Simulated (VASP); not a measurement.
# Tl (P-3m1) in VASP: single point with PBEsol

Aim: the single point of Tl with PBEsol.

Everything below comes from runs of VASP 6.6.1. Logs are shortened: lines on timing, memory, paths and dates and some standing lists are left out, and cuts for length are marked.

## Step 1: The cell of the first run

Symmetry: P-3m1, No. 164, trigonal system. Conventional cell: a = 3.678 Å, b = 3.678 Å, c = 11.640 Å, α = 90.00°, β = 90.00°, γ = 120.00°. Within 4.6 Å of Tl (site symmetry -3m) lie 12 Tl at 3.49 to 3.68 Å. Within 4.6 Å of Tl (site symmetry 3m) lie 12 Tl at 3.49 to 3.72 Å. Within 4.8 Å of Tl (site symmetry -3m) lie 12 Tl at 3.68 to 3.72 Å.

## Step 2: Single point, PBEsol (strained and its atoms moved)

INCAR reads:

```
SYSTEM = Tl
PREC = Accurate
ENCUT = 520
EDIFF = 1E-7
ISMEAR = 0
SIGMA = 0.1
LREAL = .FALSE.
LASPH = .TRUE.
NELM = 100
ALGO = Fast
ISIF = 2
LWAVE = .FALSE.
LCHARG = .FALSE.
GGA = PS
NBANDS = 34
```

KPOINTS reads:

```
Automatic mesh
0
G
  12 12 4
  0 0 0
```

POSCAR reads:

```
Tl
1.0
    3.6779644271      0.0000000000      0.0000000000
   -1.8389822135      3.1852106280      0.0000000000
    0.0000000000      0.0000000000     11.6402986400
Tl
4
Direct
    0.0000000000      0.0000000000      0.0000000000
    0.3333333300      0.6666666700      0.2374466253
    0.0000000000      0.0000000000      0.5000000000
    0.6666666700      0.3333333300      0.7625533747
```

Potentials or basis: VASP PAW PBE potentials, release 64 (Tl_d).

Command:

```
cat potpaw_PBE.64/Tl_d/POTCAR > POTCAR
mpirun -np 1 vasp_std > vasp.out
```

OUTCAR:

```text
SYSTEM = Tl
   PREC = Accurate
   ENCUT = 520
   EDIFF = 1E-7
   ISMEAR = 0
   LREAL = .FALSE.
   LASPH = .TRUE.
   NELM = 100
   ISIF = 2
   GGA = PS

 ion  position               nearest neighbor table
   1  0.000  0.000  0.000-   2 3.49   4 3.49   2 3.49   4 3.49   4 3.49   2 3.49
   2  0.333  0.667  0.237-   1 3.49   1 3.49   1 3.49   3 3.72   3 3.72   3 3.72
   3  0.000  0.000  0.500-   2 3.72   4 3.72   2 3.72   4 3.72   4 3.72   2 3.72
   4  0.667  0.333  0.763-   1 3.49   1 3.49   1 3.49   3 3.72   3 3.72   3 3.72

  LATTYP: Found a hexagonal cell.
 ALAT       =     3.6779644271
 C/A-ratio  =     3.1648752648

  Lattice vectors:

 A1 = (   3.6779644271,   0.0000000000,   0.0000000000)
 A2 = (  -1.8389822135,   3.1852106280,   0.0000000000)
 A3 = (   0.0000000000,   0.0000000000,  11.6402986400)

Analysis of symmetry for initial positions (statically):
=====================================================================
 Subroutine PRICEL returns:
 Original cell was already a primitive cell.

 Routine SETGRP: Setting up the symmetry group for a
 hexagonal supercell.

 Subroutine GETGRP returns: Found 12 space group operations
 (whereof 12 operations were pure point group operations)
 out of a pool of 24 trial point group operations.

The static configuration has the point symmetry D_3d.

Analysis of symmetry for dynamics (positions and initial velocities):
=====================================================================
 Subroutine PRICEL returns:
 Original cell was already a primitive cell.

 Routine SETGRP: Setting up the symmetry group for a
 hexagonal supercell.

 Subroutine GETGRP returns: Found 12 space group operations
 (whereof 12 operations were pure point group operations)
 out of a pool of 24 trial point group operations.

The dynamic configuration has the point symmetry D_3d.

 Subroutine INISYM returns: Found 12 space group operations
 (whereof 12 operations are pure point group operations),
 and found     1 'primitive' translations

----------------------------------------------------------------------------------------

                                     Primitive cell

  volume of cell :     136.3672

  direct lattice vectors                    reciprocal lattice vectors
     3.677964427  0.000000000  0.000000000     0.271889525  0.156975490  0.000000000
    -1.838982214  3.185210628  0.000000000     0.000000000  0.313950981  0.000000000
     0.000000000  0.000000000 11.640298640     0.000000000  0.000000000  0.085908449

  length of vectors
     3.677964427  3.677964427 11.640298640     0.313950981  0.313950981  0.085908449

  position of ions in fractional coordinates (direct lattice)
     0.000000000  0.000000000  0.000000000
     0.333333330  0.666666670  0.237446625
     0.000000000  0.000000000  0.500000000
     0.666666670  0.333333330  0.762553375

  ion indices of the primitive-cell ions
   primitive index   ion index
                 1           1
                 2           2
                 3           3
                 4           4

----------------------------------------------------------------------------------------

 KPOINTS: Automatic mesh

Automatic generation of k-mesh.
 Grid dimensions read from file:
 generate k-points for:   12   12    4

 Generating k-lattice:

  Cartesian coordinates                     Fractional coordinates (reciprocal lattice)
     0.022657460  0.013081291  0.000000000     0.083333333  0.000000000  0.000000000
     0.000000000  0.026162582  0.000000000     0.000000000  0.083333333  0.000000000
     0.000000000  0.000000000  0.021477112     0.000000000  0.000000000  0.250000000

  Length of vectors
     0.026162582  0.026162582  0.021477112

  Shift w.r.t. Gamma in fractional coordinates (k-lattice)
     0.000000000  0.000000000  0.000000000

 Subroutine IBZKPT returns following result:
 ===========================================

 Found     69 irreducible k-points:

 Following reciprocal coordinates:
            Coordinates               Weight
  0.000000  0.000000  0.000000      1.000000
  0.083333  0.000000  0.000000      6.000000
  0.166667  0.000000  0.000000      6.000000
  0.250000  0.000000  0.000000      6.000000
  0.333333  0.000000  0.000000      6.000000
  0.416667  0.000000  0.000000      6.000000
[... 16 lines left out ...]
  0.166667  0.000000  0.250000      6.000000
  0.000000  0.166667  0.250000      6.000000
 [... further k-points ...]
   k-points           NKPTS =     69   k-points in BZ     NKDIM =     69   number of bands    NBANDS=     34
   number of dos      NEDOS =    301   number of ions     NIONS =      4
   total plane-waves  NPLWV =  70560
   dimension x,y,z NGX =    28 NGY =   28 NGZ =   90
   dimension x,y,z NGXF=    56 NGYF=   56 NGZF=  180
   ions per type =               4
   NGX,Y,Z   is equivalent  to a cutoff of  12.66, 12.66, 12.85 a.u.
   NGXF,Y,Z  is equivalent  to a cutoff of  25.31, 25.31, 25.71 a.u.
 SYSTEM =  Tl
   PREC   = accura    normal or accurate (medium, high low for compatibility)
   ISTART =      0    job   : 0-new  1-cont  2-samecut
   ICHARG =      2    charge: 1-file 2-atom 10-const
   ISPIN  =      1    spin polarized calculation?
   LNONCOLLINEAR =      F non collinear calculations
   LSORBIT =      F    spin-orbit coupling
   LASPH  =      T    aspherical Exc in radial PAW
   ENCUT  =  520.0 eV  38.22 Ry    6.18 a.u.   6.84  6.84 21.64*2*pi/ulx,y,z
   NELM   =    100;   NELMIN=  2; NELMDL= -5     # of ELM steps
   EDIFF  = 0.1E-06   stopping-criterion for ELM
   LREAL  =      F    real-space projection
   EDIFFG = 0.1E-05   stopping-criterion for IOM
   NSW    =      0    number of steps for IOM
   IBRION =     -1    ionic relax: 0-MD 1-quasi-New 2-CG
   NFREE  =      0    steps in history (QN), initial steepest desc. (CG)
   ISIF   =      2    stress and relaxation
   ISYM   =      2    0-nonsym 1-usesym 2-fastsym
   POTIM  = 0.5000    time-step for ionic-motion
   TEBEG  =    0.0;   TEEND  =   0.0 temperature during run
   PSTRESS=    0.0 pullay stress
   NELECT =      52.0000    total number of electrons
   NUPDOWN=      -1.0000    fix difference up-down
   EMIN   =  10.00;   EMAX   =-10.00  energy-range for DOS
   EFERMI =   0.00;   METHOD = LEGACY
   ISMEAR =     0;   SIGMA  =   0.10  broadening in eV -4-tet -1-fermi 0-gaus
   EFERMI_NEDOS =   21; number of points for ismear=-14 and -15
   IALGO  =     68    algorithm
   IMIX   =      4    mixing-type and parameters
     AMIX     =   0.40;   BMIX     =  1.00
     AMIX_MAG =   1.60;   BMIX_MAG =  1.00
  volume/ion in A,a.u.               =      34.09       230.06
  Fermi-wavevector in a.u.,A,eV,Ry     =   1.187151  2.243390 19.175069  1.409328
  Thomas-Fermi vector in A             =   2.323309
   LORBIT       =      0    0 simple, 1 ext, 2 COOP (PROOUT), +10 PAW based schemes
   GGA     = PS    functional components
   LHFCALC =     F    Hartree Fock is set to
   AEXX    =    0.0000 exact exchange contribution
   IVDW    =     0    specifies the selected vdW correction
   LEPSILON=     F    determine dielectric tensor
   LRPA    =     F    only Hartree local field effects (RPA)
 non-spin polarized calculation
 RMM-DIIS sequential band-by-band and
 Gauss-broadening in eV      SIGMA  =   0.10
  energy-cutoff  :      520.00
  volume of cell :      136.37
 maximum number of plane-waves:      3694
   NGX = 13   NGY = 13   NGZ = 43

 number of electron      51.9999998 magnetization

 Free energy of the ion-electron system (eV)
  ---------------------------------------------------
  ext. energy  EPLUGINS =         0.00000000
  ---------------------------------------------------
  free energy    TOTEN  =       -10.09755508 eV

  energy without entropy =      -10.08218777  energy(sigma->0) =      -10.08987142

 E-fermi :   4.7059     XC(G=0):  -9.5104

 val. band max:        4.6915934001   @ k =   0.3333   0.1667   0.5000
 cond. band min:       4.7110499839   @ k =   0.0833   0.0833   0.5000
 fundamental gap:      0.0194565839
 Fermi energy:         4.7058853316

 k-point     1 :       0.0000    0.0000    0.0000
  band No.  band energies     occupation
      1      -6.7682      2.00000
      2      -6.6957      2.00000
      3      -6.6905      2.00000
      4      -6.6905      2.00000
      5      -6.6771      2.00000
      6      -6.6621      2.00000
[... 26 lines left out ...]
     33      12.3153      0.00000
     34      13.2547      0.00000

 k-point     2 :       0.0833    0.0000    0.0000
  band No.  band energies     occupation
      1      -6.7557      2.00000
      2      -6.7083      2.00000
      3      -6.6881      2.00000
      4      -6.6804      2.00000
      5      -6.6684      2.00000
      6      -6.6663      2.00000
[... 26 lines left out ...]
     33      12.0212      0.00000
     34      12.3921      0.00000

 k-point     3 :       0.1667    0.0000    0.0000
  band No.  band energies     occupation
      1      -6.7569      2.00000
      2      -6.7270      2.00000
      3      -6.6970      2.00000
      4      -6.6709      2.00000
      5      -6.6623      2.00000
      6      -6.6462      2.00000
[... 26 lines left out ...]
     33      11.3467      0.00000
     34      11.3640      0.00000
[... 704 lines left out ...]
 k-point    23 :       0.1667    0.0000    0.2500
  band No.  band energies     occupation
      1      -6.7572      2.00000
      2      -6.7306      2.00000
      3      -6.6923      2.00000
      4      -6.6675      2.00000
      5      -6.6577      2.00000
      6      -6.6446      2.00000
[... 26 lines left out ...]
     33      10.8721      0.00000
     34      11.9354      0.00000

 k-point    24 :       0.0000    0.1667    0.2500
  band No.  band energies     occupation
      1      -6.7574      2.00000
      2      -6.7233      2.00000
      3      -6.7077      2.00000
      4      -6.6644      2.00000
      5      -6.6600      2.00000
      6      -6.6483      2.00000
[... 26 lines left out ...]
     33      10.8693      0.00000
     34      11.9510      0.00000

 [... further k-points ...]

------------------------ aborting loop because EDIFF is reached ----------------------------------------

  FORCE on cell =-STRESS in cart. coord.  units (eV):
  Direction    XX          YY          ZZ          XY          YZ          ZX
  --------------------------------------------------------------------------------------
  -------------------------------------------------------------------------------------
  Total       -3.3138372     -3.3138372     -3.4962171     -0.0000000     -0.0000000      0.0000000
  in kB      -38.9342619    -38.9342619    -41.0770424     -0.0000000     -0.0000000      0.0000000
  external PRESSURE =     -39.6485220 kB  Pullay stress =       0.0000000 kB

 VOLUME and BASIS-vectors are now :
 -----------------------------------------------------------------------------
  energy-cutoff  :      520.00
  volume of cell :      136.37
      direct lattice vectors                 reciprocal lattice vectors
     3.677964427  0.000000000  0.000000000     0.271889525  0.156975490  0.000000000
    -1.838982214  3.185210628  0.000000000     0.000000000  0.313950981  0.000000000
     0.000000000  0.000000000 11.640298640     0.000000000  0.000000000  0.085908449

 POSITION                                       TOTAL-FORCE (eV/Angst)
 -----------------------------------------------------------------------------------
      0.00000      0.00000      0.00000        -0.000000      0.000000      0.000000
     -0.00000      2.12347      2.76395         0.000000      0.000000      0.111553
      0.00000      0.00000      5.82015        -0.000000      0.000000      0.000000
      1.83898      1.06174      8.87635        -0.000000      0.000000     -0.111553
 -----------------------------------------------------------------------------------
    total drift:                               -0.000000      0.000000      0.000000

  FREE ENERGIE OF THE ION-ELECTRON SYSTEM (eV)
  ---------------------------------------------------
  free  energy   TOTEN  =       -10.0975550759 eV

  energy  without entropy=      -10.0821877700  energy(sigma->0) =      -10.08987142
```

Wall time 2 min (1 thread of Intel Xeon 6975P-C (Granite Rapids), shared host); peak memory 0.39 GiB.

Results:

```
Free energy            : -10.0976 eV
Pressure               : -4.0 GPa
Largest force          : 0.112 eV/Å
Band gap on the k mesh : zero (bands 26 and 27 overlap by 3.68 eV)
```

Forces on the atoms (eV/Å):
```
Tl   0.000  0.000  0.000
Tl   0.000  0.000  0.112
Tl   0.000  0.000  0.000
Tl   0.000  0.000 -0.112
```

Caveat: the cell differs from its parent crystal (strained and its atoms moved); the cell stands under tension; the PAW data sets were made with another functional, which shifts forces and pressure a little; spin-orbit coupling is left out, which moves the levels of the heavy elements.
